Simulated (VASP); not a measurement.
The system is ZrO.

```xyz
12
Lattice="3.4760 0.0000 0.0000 -1.7380 3.0103 0.0000 0.0000 0.0000 17.1573" Properties=species:S:1:pos:R:3 pbc="T T T"
Zr    1.7380    1.0034    2.1340
Zr    0.0000    0.0000    4.9936
Zr    1.7380    1.0034    7.8531
Zr    0.0000    2.0069   10.7127
Zr    0.0000    0.0000   13.5722
Zr    0.0000    2.0069   16.4318
O     1.7380    1.0034    0.0000
O     0.0000    0.0000    2.8596
O     1.7380    1.0034    5.7191
O     0.0000    2.0069    8.5787
O     0.0000    0.0000   11.4382
O     0.0000    2.0069   14.2978
```

```yaml
Program: VASP 6.6.1
Task: relaxation of cell and atoms
Functional: PBE
Potentials_or_basis: VASP PAW PBE potentials, release 64 (Zr_sv, O)
Cutoff: 600 eV
k_mesh: 6 × 6 × 1
Occupations: gaussian, width 0.1 eV
Spin: no spin polarisation
```

At the start: pressure 6.9 GPa; volume 14.96 Å³/atom.

Question: Where does the relaxation end?

Answer: Over 21 steps the energy falls by 121.9 meV/atom and the volume is 15.64 Å³/atom (+4.5 %); space group P6_3mc (No. 186, to 0.05 Å).

The path:
```
step  energy change (eV)  largest force (eV/Å)  pressure (GPa)  volume (Å³)
   1              0.0000                0.8819            6.94       179.53
   2             -0.0806                0.9113           -7.50       196.90
   3             -0.2380                0.8989           -1.69       188.83
   4             -0.4586                0.8569           -1.94       189.02
   5             -0.7703                1.0701           -1.23       189.43
   6             -0.8749                1.1361           -0.81       188.92
   7             -1.0793                1.5373            0.94       187.36
   8             -1.0873                1.9188            1.87       186.71
   9             -1.2296                0.8830            0.41       187.74
  10             -1.2374                0.6372            0.07       188.05
  11             -1.2912                0.4781           -0.14       188.15
  12             -1.3836                0.4039           -0.70       188.39
  13             -1.3917                0.4239           -0.89       188.47
  14             -1.4199                0.3318            0.32       187.02
  15             -1.4284                0.2568            1.48       185.69
  16             -1.4491                0.1617            0.47       186.88
  17             -1.4543                0.1870           -0.37       187.90
  18             -1.4584                0.0910           -0.07       187.65
  19             -1.4590                0.1675            0.10       187.51
  20             -1.4615                0.1001            0.02       187.56
  21             -1.4627                0.0341           -0.08       187.63
```

Final structure:
```
CELL_PARAMETERS angstrom
3.49689 0.00000 0.00000
-1.74845 3.02840 0.00000
0.00000 0.00000 17.71771
ATOMIC_POSITIONS crystal
Zr 0.66667 0.33333 0.13680
Zr 0.00000 0.00000 0.28157
Zr 0.66667 0.33333 0.45616
Zr 0.33333 0.66667 0.63680
Zr 0.00000 0.00000 0.78157
Zr 0.33333 0.66667 0.95616
O 0.66667 0.33333 0.00887
O 0.00000 0.00000 0.14514
O 0.66667 0.33333 0.34460
O 0.33333 0.66667 0.50887
O 0.00000 0.00000 0.64514
O 0.33333 0.66667 0.84460
```

Caveat: the k points lie up to 0.35 Å⁻¹ apart in the final cell.
